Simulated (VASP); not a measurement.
Runs of VASP 6.6.1 on W. The structure is that of space group Fm-3m (No. 225), or close to it. The cells are those of the table. 

| cell | gap on the mesh (eV) | pressure (GPa) |
| --- | --- | --- |
| a = 2.871, b = 2.871, c = 2.828 Å, angles 60.5, 60.5, 59.0°, 1 atom | none | -3.7 |
| a = 2.893, b = 2.893, c = 2.828 Å, angles 60.7, 60.7, 58.5°, 1 atom | none | (a) |
| a = 2.849, b = 2.849, c = 2.828 Å, angles 60.3, 60.3, 59.5°, 1 atom | none | 0.7 |
| a = 2.849, b = 2.849, c = 2.871 Å, angles 59.8, 59.8, 60.5°, 1 atom | none | -3.7 |

Alike in all rows: task single point; level r2SCAN; potentials or basis VASP PAW PBE potentials, release 64 (W_sv); no spin polarisation; k mesh 20 × 20 × 20; cutoff (eV) 520; smearing gaussian 0.15 eV.

Question: Fill in the values left out.

Answer: (a) -7.8.

Caveats: the PAW data sets were made with another functional, which shifts forces and pressure a little; spin-orbit coupling is left out, which moves the levels of the heavy elements; the cell stands under tension (at least some runs).

A k mesh can miss the band edges, and the runs leave out spin-orbit coupling on W.

A gap of «none» marks levels without a gap at the run's occupations.
